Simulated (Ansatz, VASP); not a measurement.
Mg: VASP beside Ansatz

The input INCAR:

```
ALGO     = Normal         # electronic algorithm
EDIFF    = 1E-6           # SCF threshold, eV
EDIFFG   = -0.01          # ionic threshold
ENCUT    = 600            # plane-wave cutoff, eV
GGA      = PE             # functional
IBRION   = 2              # ionic algorithm
ISIF     = 3              # what is computed and relaxed
ISMEAR   = 0              # smearing method
LASPH    = T              # aspherical terms in the spheres
LCHARG   = F              # write CHGCAR
LREAL    = F              # projectors in reciprocal space
LWAVE    = F              # write WAVECAR
NELM     = 60             # most SCF steps
NSW      = 80             # ionic steps
PREC     = Accurate       # precision mode
SIGMA    = 0.05           # smearing width, eV
```

File KPOINTS:

```
k-points
0
Gamma
  16 16 8
```

Contents of POSCAR:

```
Mg
1.0
    3.2100000000      0.0000000000      0.0000000000
   -1.6050000000      2.7799415461      0.0000000000
    0.0000000000      0.0000000000      5.2130400000
Mg
2
Direct
    0.3333333333      0.6666666667      0.7500000000
    0.6666666667      0.3333333333      0.2500000000
```

Input for Ansatz:

```yaml
crystal:
  lattice:
    - [3.21, 0.0, 0.0]
    - [-1.605, 2.7799415461, 0.0]
    - [0.0, 0.0, 5.21304]
  atoms:
    - { symbol: Mg, position: [0.3333333333, 0.6666666667, 0.75] }
    - { symbol: Mg, position: [0.6666666667, 0.3333333333, 0.25] }
basis:
  ecutwfc: 420
  ecutrho_ratio: 4
kpoints:
  mp_grid: { grid: [16, 16, 8] }
hamiltonian:
  xc: pbe
scf:
  occupations: { method: gaussian, width: 0.05 }
output:
  forces: true
  stress: true
  eigenvalues: true
relax:
  f_tol: 0.01
  max_steps: 60
  cell: { stress_tol: 0.04 }
```

Alike in both runs: task relaxation of cell and atoms; functional PBE; k mesh 16 × 16 × 8; occupations gaussian, width 0.05 eV; no spin polarisation.

|  | VASP | Ansatz |
| --- | --- | --- |
| version | VASP 6.6.1 | Ansatz 0.2.0 |
| potentials or method | VASP PAW PBE potentials, release 64 (Mg), cutoff 600 eV | scalar-relativistic, plane waves, PAW |
| valence electrons in the cell | 4 | 20 |

```csv
,VASP,Ansatz,Ansatz less VASP
"gap on the k mesh at the Fermi level, each at its own relaxed structure (eV)",none,none,-
relaxed volume (Å³/atom),22.86,22.95,+0.085
relaxed cell length with the largest relative difference (Å),5.151,5.159,+0.0082
```

A gap of «none» marks a metal or a gap that the smearing closes. VASP's potentials hold 4 valence electrons a cell and Ansatz's 20, so a difference there can come from the potentials and not from the codes.
